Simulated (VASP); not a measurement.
# MgB2 (pbesol) (P6/mmm) in VASP: vibrations by perturbation theory with PBEsol

Aim: the vibrations by perturbation theory of MgB2 (pbesol) with PBEsol.

Everything below comes from runs of VASP 6.6.1. Logs are shortened: lines on timing, memory, paths and dates and some standing lists are left out, and cuts for length are marked.

**1. The cell of the first run**

It takes space group P6/mmm (No. 191, hexagonal). The conventional cell has a = 3.064 Å, b = 3.064 Å, c = 3.498 Å, α = 90.00°, β = 90.00°, γ = 120.00°. Mg (site symmetry 6/mmm) has 12 B at 2.49 Å and 6 Mg at 3.06 Å within 3.3 Å. Within 2.3 Å of B (site symmetry -6m2) lie 3 B at 1.77 Å.

**2. Vibrations by perturbation theory, PBEsol**

File INCAR:

```
PREC     = Accurate       # precision mode
ENCUT    = 520            # plane-wave cutoff, eV
EDIFF    = 1E-8           # SCF threshold, eV
ISMEAR   = -1             # smearing method
SIGMA    = 0.15           # smearing width, eV
LREAL    = F              # projectors in reciprocal space
LASPH    = T              # aspherical terms in the spheres
NELM     = 100            # most SCF steps
ALGO     = Normal         # electronic algorithm
ISIF     = 2              # what is computed and relaxed
LWAVE    = F              # write WAVECAR
LCHARG   = F              # write CHGCAR
GGA      = PS             # functional
NBANDS   = 11             # bands
IBRION   = 8              # ionic algorithm
NSW      = 1              # ionic steps
```

File KPOINTS:

```
Automatic mesh
0
Gamma
  15 15 12
```

File POSCAR:

```
MgB2
1.0
    3.0642160465      0.0000000000      0.0000000000
   -1.5321080232      2.6536889389      0.0000000000
    0.0000000000      0.0000000000      3.4984906264
Mg B
1 2
Direct
    0.0000000000      0.0000000000      0.0000000000
    0.3333333333      0.6666666667      0.5000000000
    0.6666666667      0.3333333333      0.5000000000
```

Potentials or basis: VASP PAW PBE potentials, release 64 (Mg, B).

Launch:

```console
$ cat potpaw_PBE.64/Mg/POTCAR potpaw_PBE.64/B/POTCAR > POTCAR
$ mpirun -np 1 vasp_std > vasp.out
```

OUTCAR:

```text
PREC = Accurate
   ENCUT = 520
   EDIFF = 1E-8
   ISMEAR = -1
   LREAL = F
   LASPH = T
   NELM = 100
   ISIF = 2
   GGA = PS
   IBRION = 8
   NSW = 1

 ion  position               nearest neighbor table
   1  0.000  0.000  0.000-   2 2.49   3 2.49   2 2.49   3 2.49   2 2.49   2 2.49   3 2.49   3 2.49
                             3 2.49   3 2.49   2 2.49   2 2.49
   2  0.333  0.667  0.500-   3 1.77   3 1.77   3 1.77   1 2.49   1 2.49   1 2.49   1 2.49   1 2.49
                             1 2.49
   3  0.667  0.333  0.500-   2 1.77   2 1.77   2 1.77   1 2.49   1 2.49   1 2.49   1 2.49   1 2.49
                             1 2.49

  LATTYP: Found a hexagonal cell.
 ALAT       =     3.0642160465
 C/A-ratio  =     1.1417245303

  Lattice vectors:

 A1 = (   3.0642160465,   0.0000000000,   0.0000000000)
 A2 = (  -1.5321080232,   2.6536889389,   0.0000000000)
 A3 = (   0.0000000000,   0.0000000000,   3.4984906264)

Analysis of symmetry for initial positions (statically):
=====================================================================
 Subroutine PRICEL returns:
 Original cell was already a primitive cell.

 Routine SETGRP: Setting up the symmetry group for a
 hexagonal supercell.

 Subroutine GETGRP returns: Found 24 space group operations
 (whereof 24 operations were pure point group operations)
 out of a pool of 24 trial point group operations.

The static configuration has the point symmetry D_6h.

Analysis of symmetry for dynamics (positions and initial velocities):
=====================================================================
 Subroutine PRICEL returns:
 Original cell was already a primitive cell.

 Routine SETGRP: Setting up the symmetry group for a
 hexagonal supercell.

 Subroutine GETGRP returns: Found 24 space group operations
 (whereof 24 operations were pure point group operations)
 out of a pool of 24 trial point group operations.

The dynamic configuration has the point symmetry D_6h.

 Subroutine INISYM returns: Found 24 space group operations
 (whereof 24 operations are pure point group operations),
 and found     1 'primitive' translations

----------------------------------------------------------------------------------------

                                     Primitive cell

  volume of cell :      28.4479

  direct lattice vectors                    reciprocal lattice vectors
     3.064216046  0.000000000  0.000000000     0.326347746  0.188416959  0.000000000
    -1.532108023  2.653688939  0.000000000     0.000000000  0.376833918  0.000000000
     0.000000000  0.000000000  3.498490626     0.000000000  0.000000000  0.285837553

  length of vectors
     3.064216046  3.064216046  3.498490626     0.376833918  0.376833918  0.285837553

  position of ions in fractional coordinates (direct lattice)
     0.000000000  0.000000000  0.000000000
     0.333333333  0.666666667  0.500000000
     0.666666667  0.333333333  0.500000000

  ion indices of the primitive-cell ions
   primitive index   ion index
                 1           1
                 2           2
                 3           3

----------------------------------------------------------------------------------------

 KPOINTS: Automatic mesh

Automatic generation of k-mesh.
 Grid dimensions read from file:
[... 109 lines left out ...]
  ext. energy  EPLUGINS =         0.00000000
  ---------------------------------------------------
  free energy    TOTEN  =       -16.24881023 eV

  energy without entropy =      -16.19910623  energy(sigma->0) =      -16.22395823

 E-fermi :   5.3388     XC(G=0): -11.0746

 val. band max:        5.3283872310   @ k =   0.0667   0.0000   0.0000
 cond. band min:       5.3408444997   @ k =   0.1333   0.0000   0.3333
 fundamental gap:      0.0124572686
 Fermi energy:         5.3388466902

 k-point     1 :       0.0000    0.0000    0.0000
  band No.  band energies     occupation
      1      -7.1803      2.00000
      2       2.3705      2.00000
      3       5.7342      0.13375
      4       5.7342      0.13375
      5       7.0269      0.00003
      6      11.7099      0.00000
      7      11.7099      0.00000
      8      13.6803      0.00000
      9      15.4689      0.00000
     10      18.1167      0.00000
     11      21.6225      0.00000
[... 309 lines left out ...]
 k-point    24 :       0.4000    0.2000    0.0000
  band No.  band energies     occupation
      1      -2.7622      2.00000
      2      -2.1183      2.00000
      3       0.8751      2.00000
      4       6.1413      0.00946
      5       8.1170      0.00000
      6      11.0568      0.00000
      7      11.3202      0.00000
      8      13.5953      0.00000
      9      14.9794      0.00000
     10      17.3676      0.00000
     11      19.2894      0.00000

 [... further k-points ...]

------------------------ aborting loop because EDIFF is reached ----------------------------------------

  FORCE on cell =-STRESS in cart. coord.  units (eV):
  Direction    XX          YY          ZZ          XY          YZ          ZX
  --------------------------------------------------------------------------------------
  -------------------------------------------------------------------------------------
  Total        0.0142481      0.0142481     -0.0263930      0.0000000     -0.0000000      0.0000000
  in kB        0.8024468      0.8024468     -1.4864487      0.0000000     -0.0000000      0.0000000
  external PRESSURE =       0.0394816 kB  Pullay stress =       0.0000000 kB

 VOLUME and BASIS-vectors are now :
 -----------------------------------------------------------------------------
  energy-cutoff  :      520.00
  volume of cell :       28.45
      direct lattice vectors                 reciprocal lattice vectors
     3.064216046  0.000000000  0.000000000     0.326347746  0.188416959  0.000000000
    -1.532108023  2.653688939  0.000000000     0.000000000  0.376833918  0.000000000
     0.000000000  0.000000000  3.498490626     0.000000000  0.000000000  0.285837553

 POSITION                                       TOTAL-FORCE (eV/Angst)
 -----------------------------------------------------------------------------------
      0.00000      0.00000      0.00000         0.000000      0.000000      0.000000
     -0.00000      1.76913      1.74925        -0.000000      0.000000      0.000000
      1.53211      0.88456      1.74925         0.000000     -0.000000      0.000000
 -----------------------------------------------------------------------------------
    total drift:                                0.000000     -0.000000      0.000000

  FREE ENERGIE OF THE ION-ELECTRON SYSTEM (eV)
  ---------------------------------------------------
  free  energy   TOTEN  =       -16.2488102318 eV

  energy  without entropy=      -16.1991062329  energy(sigma->0) =      -16.22395823

[... ionic steps 2 to 3 ...]

--------------------------------------- Ionic step        4  -------------------------------------------

------------------------ aborting loop because EDIFF is reached ----------------------------------------
[... 11 lines left out ...]
[... ionic steps 8 to 8 ...]

--------------------------------------- Ionic step        9  -------------------------------------------

 Free energy of the ion-electron system (eV)
  ---------------------------------------------------
  ---------------------------------------------------
  free energy    TOTEN  =        -0.04177583 eV

  energy without entropy =       -0.04177583

------------------------ aborting loop because EDIFF is reached ----------------------------------------

 INTERNAL STRAIN TENSOR  FOR ION    2  DIRECTION 3   (eV/Angst):
 -----------------------------------------------------------------------------
     0.00377  0.00000  0.00000
     0.00000  0.00377 -0.00000
    -0.00000  0.00000 -0.01075

 INTERNAL STRAIN TENSOR FOR ION    3 for displacements in x,y,z  (eV/Angst):
          X           Y           Z          XY          YZ          ZX
  --------------------------------------------------------------------------------
  x     0.00000    -0.00000    -0.00000     3.55373     0.00000     0.00000
  y     3.55373    -3.55373     0.00000    -0.00000     0.00000     0.00000
  z     0.00000     0.00000     0.00000    -0.00000     0.00000    -0.00000

 SECOND DERIVATIVES (NOT SYMMETRIZED)
 ------------------------------------
               1X          1Y          1Z          2X          2Y          2Z          3X          3Y          3Z
  1X    -4.907698   -0.000000    0.000000    2.453849    0.000000    0.000000    2.453849    0.000000    0.000000
  1Y    -0.000000   -4.907698    0.000000    0.000000    2.453849    0.000000    0.000000    2.453849    0.000000
  1Z    -0.000000    0.000000   -7.065434   -0.000000    0.000000    3.532717   -0.000000    0.000000    3.532717
  2X     2.461621    0.000000    0.000000   -8.700292   -0.000000    0.000000    6.238672    0.000000    0.000000
  2Y     0.000000    2.461621    0.000000   -0.000000   -8.700292    0.000000    0.000000    6.238672    0.000000
  2Z    -0.000000    0.000000    3.532067   -0.000000    0.000000  -11.250651    0.000000   -0.000000    7.718584
  3X     2.461621    0.000000    0.000000    6.238672    0.000000    0.000000   -8.700292   -0.000000    0.000000
  3Y     0.000000    2.461621    0.000000    0.000000    6.238672    0.000000   -0.000000   -8.700292    0.000000
  3Z    -0.000000    0.000000    3.532067    0.000000   -0.000000    7.718584   -0.000000    0.000000  -11.250651

 Eigenvectors and eigenvalues of the dynamical matrix
 ----------------------------------------------------

   1 f  =   20.708216 THz   130.113561 2PiTHz  690.751745 cm-1    85.642263 meV
             X         Y         Z           dx          dy          dz
      0.000000  0.000000  0.000000     0.000000   -0.000000    0.000000
     -0.000000  1.769126  1.749245     0.000000   -0.000000   -0.707107
      1.532108  0.884563  1.749245    -0.000000    0.000000    0.707107
[... 43 lines left out ...]
   9 f/i=    0.008086 THz     0.050805 2PiTHz    0.269718 cm-1     0.033441 meV
             X         Y         Z           dx          dy          dz
      0.000000  0.000000  0.000000    -0.325417   -0.651230   -0.000000
     -0.000000  1.769126  1.749245    -0.216690   -0.433644   -0.000000
      1.532108  0.884563  1.749245    -0.216690   -0.433644   -0.000000

--------------------------------------------------------------------------------------------------------

 ELASTIC MODULI CONTR FROM IONIC RELAXATION (kBar)
 Direction    XX          YY          ZZ          XY          YZ          ZX
 --------------------------------------------------------------------------------
 XX         -95.2226     95.2226      0.0000     -0.0000      0.0000      0.0000
 YY          95.2226    -95.2226     -0.0000     -0.0000      0.0000     -0.0000
 ZZ           0.0000      0.0000     -0.0000      0.0000      0.0000     -0.0000
 XY          -0.0000     -0.0000      0.0000    -95.2226      0.0000      0.0000
 YZ           0.0000      0.0000      0.0000      0.0000      0.0000      0.0000
 ZX           0.0000     -0.0000     -0.0000      0.0000      0.0000     -0.0000
 --------------------------------------------------------------------------------
```

Wall time 7.6 min (1 thread of AMD EPYC 7R13 (Zen 3), shared host); peak memory 0.68 GiB.

Results:

```
Highest phonon frequency at Γ, LO-TO splitting left out : 691 cm⁻¹
```

Phonon frequencies in cm⁻¹ (negative: imaginary):
```tsv
q point	frequencies
(0.000, 0.000, 0.000)	0 0 0 342 342 410 613 613 691
```

Caveat: the PAW data sets were made with another functional, which shifts forces and pressure a little.
